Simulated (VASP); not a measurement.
# LiPb (R-3m) in VASP: a series of runs

Runs on LiPb. Level: LDA. Tasks: single point.

Program: VASP 6.6.1. These are calculated values, not measurements. Logs are shortened: lines on timing, memory, paths and dates and some standing lists are left out, and cuts for length are marked.

## 1. The cell of the first run

Symmetry: R-3m, No. 166, trigonal system. Conventional cell: a = 4.942 Å, b = 4.942 Å, c = 6.133 Å, α = 90.00°, β = 90.00°, γ = 120.00°. Within 4.0 Å of Li (site symmetry -3m) lie 8 Pb at 3.03 to 3.07 Å and 6 Li at 3.51 Å. Within 4.0 Å of Pb (site symmetry -3m) lie 8 Li at 3.03 to 3.07 Å and 6 Pb at 3.51 Å.

## 2. Single point, LDA

Input file INCAR:

```
PREC     = Accurate       # precision mode
ENCUT    = 520            # plane-wave cutoff, eV
EDIFF    = 1E-6           # SCF threshold, eV
ISMEAR   = -1             # smearing method
SIGMA    = 0.1            # smearing width, eV
LREAL    = False          # projectors in reciprocal space
LASPH    = True           # aspherical terms in the spheres
NELM     = 60             # most SCF steps
ALGO     = Normal         # electronic algorithm
ISIF     = 2              # what is computed and relaxed
LWAVE    = False          # write WAVECAR
LCHARG   = False          # write CHGCAR
NBANDS   = 16             # bands
```

Input file KPOINTS:

```
Automatic mesh
0
Gamma
  7 7 7
```

Input file POSCAR:

```
LiPb
1.0
    2.4711355666      1.4267108874      2.0441667478
   -2.4711355666      1.4267108874      2.0441667478
    0.0000000000     -2.8534217748      2.0441667478
Li Pb
1 1
Direct
    0.5000000000      0.5000000000      0.5000000000
    0.0000000000      0.0000000000      0.0000000000
```

Potentials or basis: VASP PAW LDA potentials, release 64 (Li_sv, Pb_d).

The run is started by

```console
cat potpaw_LDA.64/Li_sv/POTCAR potpaw_LDA.64/Pb_d/POTCAR > POTCAR
mpirun -np 1 vasp_std > vasp.out
```

OUTCAR:

```text
PREC = Accurate
   ENCUT = 520
   EDIFF = 1E-6
   ISMEAR = -1
   LREAL = False
   LASPH = True
   NELM = 60
   ISIF = 2

 ion  position               nearest neighbor table
   1  0.500  0.500  0.500-   2 3.03   2 3.03   2 3.03   2 3.03   2 3.03   2 3.03   2 3.07   2 3.07

   2  0.000  0.000  0.000-   1 3.03   1 3.03   1 3.03   1 3.03   1 3.03   1 3.03   1 3.07   1 3.07

  LATTYP: Found a trigonal (rhomboedric) cell.
 ALAT       =     3.5100759989
 COS(alpha) =     0.0087341113

  Lattice vectors:

 A1 = (   2.4711355666,   1.4267108874,   2.0441667478)
 A2 = (  -2.4711355666,   1.4267108874,   2.0441667478)
 A3 = (   0.0000000000,  -2.8534217748,   2.0441667478)

Analysis of symmetry for initial positions (statically):
=====================================================================
 Subroutine PRICEL returns:
 Original cell was already a primitive cell.

 Routine SETGRP: Setting up the symmetry group for a
 trigonal (rhombohedral) supercell.

 Subroutine GETGRP returns: Found 12 space group operations
 (whereof 12 operations were pure point group operations)
 out of a pool of 12 trial point group operations.

The static configuration has the point symmetry D_3d.

Analysis of symmetry for dynamics (positions and initial velocities):
=====================================================================
 Subroutine PRICEL returns:
 Original cell was already a primitive cell.

 Routine SETGRP: Setting up the symmetry group for a
 trigonal (rhombohedral) supercell.

 Subroutine GETGRP returns: Found 12 space group operations
 (whereof 12 operations were pure point group operations)
 out of a pool of 12 trial point group operations.

The dynamic configuration has the point symmetry D_3d.

 Subroutine INISYM returns: Found 12 space group operations
 (whereof 12 operations are pure point group operations),
 and found     1 'primitive' translations

----------------------------------------------------------------------------------------

                                     Primitive cell

  volume of cell :      43.2414

  direct lattice vectors                    reciprocal lattice vectors
     2.471135567  1.426710887  2.044166748     0.202336127  0.116818809  0.163065627
    -2.471135567  1.426710887  2.044166748    -0.202336127  0.116818809  0.163065627
[... 83 lines left out ...]
   ENCUT  =  520.0 eV  38.22 Ry    6.18 a.u.   6.53  6.53  6.53*2*pi/ulx,y,z
   NELM   =     60;   NELMIN=  2; NELMDL= -5     # of ELM steps
   EDIFF  = 0.1E-05   stopping-criterion for ELM
   LREAL  =      F    real-space projection
   EDIFFG = 0.1E-04   stopping-criterion for IOM
   NSW    =      0    number of steps for IOM
   IBRION =     -1    ionic relax: 0-MD 1-quasi-New 2-CG
   NFREE  =      0    steps in history (QN), initial steepest desc. (CG)
   ISIF   =      2    stress and relaxation
   ISYM   =      2    0-nonsym 1-usesym 2-fastsym
   POTIM  = 0.5000    time-step for ionic-motion
   TEBEG  =    0.0;   TEEND  =   0.0 temperature during run
   PSTRESS=    0.0 pullay stress
   NELECT =      17.0000    total number of electrons
   NUPDOWN=      -1.0000    fix difference up-down
   EMIN   =  10.00;   EMAX   =-10.00  energy-range for DOS
   EFERMI =   0.00;   METHOD = LEGACY
   ISMEAR =    -1;   SIGMA  =   0.10  broadening in eV -4-tet -1-fermi 0-gaus
   EFERMI_NEDOS =   21; number of points for ismear=-14 and -15
   IALGO  =     38    algorithm
   IMIX   =      4    mixing-type and parameters
     AMIX     =   0.40;   BMIX     =  1.00
     AMIX_MAG =   1.60;   BMIX_MAG =  1.00
  volume/ion in A,a.u.               =      21.62       145.90
  Fermi-wavevector in a.u.,A,eV,Ry     =   1.199291  2.266331 19.569232  1.438298
  Thomas-Fermi vector in A             =   2.335157
   LORBIT       =      0    0 simple, 1 ext, 2 COOP (PROOUT), +10 PAW based schemes
   GGA     = CA    functional components
   LHFCALC =     F    Hartree Fock is set to
   AEXX    =    0.0000 exact exchange contribution
   IVDW    =     0    specifies the selected vdW correction
   LEPSILON=     F    determine dielectric tensor
   LRPA    =     F    only Hartree local field effects (RPA)
 non-spin polarized calculation
  energy-cutoff  :      520.00
  volume of cell :       43.24
 maximum number of plane-waves:      1195
 NGX is ok and might be reduce to    28
   NGX = 13   NGY = 13   NGZ = 13

 number of electron      17.0000015 magnetization

 Free energy of the ion-electron system (eV)
  ---------------------------------------------------
  ext. energy  EPLUGINS =         0.00000000
  ---------------------------------------------------
  free energy    TOTEN  =        -6.99460897 eV

  energy without entropy =       -6.97884810  energy(sigma->0) =       -6.98672853

 E-fermi :   5.3968     XC(G=0):  -9.7949

 val. band max:        5.1852590171   @ k =   0.2857   0.2857   0.2857
 cond. band min:       5.5520800959   @ k =  -0.2857   0.4286   0.2857
 fundamental gap:      0.3668210788
 Fermi energy:         5.3968239204

 k-point     1 :       0.0000    0.0000    0.0000
  band No.  band energies     occupation
      1     -40.1284      2.00000
      2     -11.2814      2.00000
      3     -11.2814      2.00000
      4     -11.0154      2.00000
      5     -11.0154      2.00000
      6     -11.0133      2.00000
[... 433 lines left out ...]
      3     -11.1361      2.00000
      4     -11.1087      2.00000
      5     -11.0762      2.00000
      6     -10.9693      2.00000
[... 8 lines left out ...]
     15      17.9554      0.00000
     16      19.1674      0.00000

 [... further k-points ...]

------------------------ aborting loop because EDIFF is reached ----------------------------------------

  FORCE on cell =-STRESS in cart. coord.  units (eV):
  Direction    XX          YY          ZZ          XY          YZ          ZX
  --------------------------------------------------------------------------------------
  -------------------------------------------------------------------------------------
  Total       -0.3456750     -0.3456750     -0.4806759     -0.0000000      0.0000000      0.0000000
  in kB      -12.8079138    -12.8079156    -17.8099531     -0.0000000      0.0000000      0.0000000
  external PRESSURE =     -14.4752608 kB  Pullay stress =       0.0000000 kB

 VOLUME and BASIS-vectors are now :
 -----------------------------------------------------------------------------
  energy-cutoff  :      520.00
  volume of cell :       43.24
      direct lattice vectors                 reciprocal lattice vectors
     2.471135567  1.426710887  2.044166748     0.202336127  0.116818809  0.163065627
    -2.471135567  1.426710887  2.044166748    -0.202336127  0.116818809  0.163065627
     0.000000000 -2.853421775  2.044166748     0.000000000 -0.233637618  0.163065627

 POSITION                                       TOTAL-FORCE (eV/Angst)
 -----------------------------------------------------------------------------------
      0.00000      0.00000      3.06625         0.000000     -0.000000     -0.000000
      0.00000      0.00000      0.00000        -0.000000      0.000000      0.000000
 -----------------------------------------------------------------------------------
    total drift:                               -0.000000     -0.000000      0.000000

  FREE ENERGIE OF THE ION-ELECTRON SYSTEM (eV)
  ---------------------------------------------------
  free  energy   TOTEN  =        -6.9946089663 eV

  energy  without entropy=       -6.9788481024  energy(sigma->0) =       -6.98672853
```

OSZICAR:

```text
N       E                     dE             d eps       ncg     rms          rms(c)
DAV:   1     0.133110931725E+03    0.13311E+03   -0.77926E+03  1408   0.115E+03
DAV:   2     0.229269633050E+01   -0.13082E+03   -0.12563E+03  1528   0.309E+02
DAV:   3    -0.682885418296E+01   -0.91216E+01   -0.90181E+01  2616   0.745E+01
DAV:   4    -0.704934756542E+01   -0.22049E+00   -0.22023E+00  1664   0.897E+00
DAV:   5    -0.705674899966E+01   -0.74014E-02   -0.73985E-02  2288   0.174E+00    0.121E+00
DAV:   6    -0.700746617314E+01    0.49283E-01   -0.61599E-02  1896   0.382E+00    0.559E-01
DAV:   7    -0.699574165612E+01    0.11725E-01   -0.21188E-02  2016   0.193E+00    0.154E-01
DAV:   8    -0.699460108059E+01    0.11406E-02   -0.15589E-03  2080   0.523E-01    0.159E-02
DAV:   9    -0.699460898395E+01   -0.79034E-05   -0.13254E-04  1920   0.107E-01    0.138E-02
DAV:  10    -0.699460896629E+01    0.17663E-07   -0.35701E-06  1912   0.191E-02
   1 F= -.69946090E+01 E0= -.69867285E+01  d E =-.157609E-01
```

Run time: 32 s. Hardware: 1 thread of Intel Xeon 8259CL, shared host; peak memory 0.16 GiB.

Results:

- Free energy: -6.9946 eV
- Band gap on the k mesh: zero (an odd number of electrons rules out a gap without spin polarisation)

Caveat: the cutoff is under 1.25 times the usual one of these potentials, so pressure, stress and relaxed cells hold a basis-set (Pulay) error; spin-orbit coupling is left out, which moves the levels of the heavy elements.

## 3. Single point, LDA

This run uses another cell than the first one, of 22.81 Å³/atom.

Input file INCAR:

```
SYSTEM = LiPb
  PREC = Accurate
  ENCUT = 520
  EDIFF = 1E-7
  ISMEAR = -1
  SIGMA = 0.1
  LREAL = .False.
  LASPH = .True.
  NELM = 80
  ALGO = Normal
  ISIF = 2
  LWAVE = .False.
  LCHARG = .False.
  NBANDS = 16
```

Input file KPOINTS:

```
Automatic mesh
0
Gamma
  7 7 7
  0 0 0
```

Input file POSCAR:

```
LiPb
1.0
    2.5154702950      1.4523075567      2.0808412140
   -2.5154702950      1.4523075567      2.0808412140
    0.0000000000     -2.9046151133      2.0808412140
Li Pb
1 1
Direct
    0.5000000000      0.5000000000      0.5000000000
    0.0000000000      0.0000000000      0.0000000000
```

Potentials or basis: VASP PAW LDA potentials, release 64 (Li_sv, Pb_d).

The run is started by

```console
cat potpaw_LDA.64/Li_sv/POTCAR potpaw_LDA.64/Pb_d/POTCAR > POTCAR
mpirun -np 1 vasp_std > vasp.out
```

It took 36 s on 1 thread of Intel Xeon 8259CL, shared host; peak memory 0.16 GiB.

Results (log left out):

| Item | Value |
| --- | --- |
| Free energy | -6.9611 eV |
| Band gap on the k mesh | zero (an odd number of electrons rules out a gap without spin polarisation) |

Levels at points of the mesh, in eV from the Fermi level:
```tsv
k point	band 5	band 6	band 7	band 8	band 9	band 10	band 11	band 12	band 13	band 14
(0.00, 0.00, 0.00)	-16.39	-16.39	-10.17	2.36	2.36	2.45	5.43	6.65	6.65	12.32
```

Caveat: the cutoff is under 1.25 times the usual one of these potentials, so pressure, stress and relaxed cells hold a basis-set (Pulay) error; spin-orbit coupling is left out, which moves the levels of the heavy elements.
